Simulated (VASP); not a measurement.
Ir, 1 atom in the cell. It takes space group Im-3m (No. 229, cubic). Conventional cell: a = 3.112 Å, b = 3.112 Å, c = 3.112 Å, α = 90.00°, β = 90.00°, γ = 90.00°. Ir (site symmetry m-3m) has 14 Ir at 2.70 to 3.11 Å within 3.6 Å. 

* Program: VASP 6.6.1
* Task: single point
* Functional: PBE
* Potentials or basis: VASP PAW PBE potentials, release 64 (Ir)
* Cutoff: 520 eV
* k mesh: 23 × 23 × 23
* Occupations: fermi-dirac, width 0.05 eV
* Spin: collinear spin, ferromagnetic start
* Starting moments: [0.503] μB
* Dipole correction: no
* Further INCAR settings: ALGO = Normal; EDIFF = 1e-07; NBANDS = 14

Potentials or basis: VASP PAW PBE potentials, release 64 (Ir).

Command:

```bash
$ cat potpaw_PBE.64/Ir/POTCAR > POTCAR
$ mpirun -np 1 vasp_std > vasp.out
```

Hardware: 1 thread of Intel(R) Xeon(R) 6975P-C (Granite Rapids), on a shared host.

Task: Estimate the wall time of this run.

Result: Wall time 57 s on 1 thread of Intel(R) Xeon(R) 6975P-C (Granite Rapids), on a shared host, peak memory 0.22 GiB. Counts: scf iterations 14, k points 364.
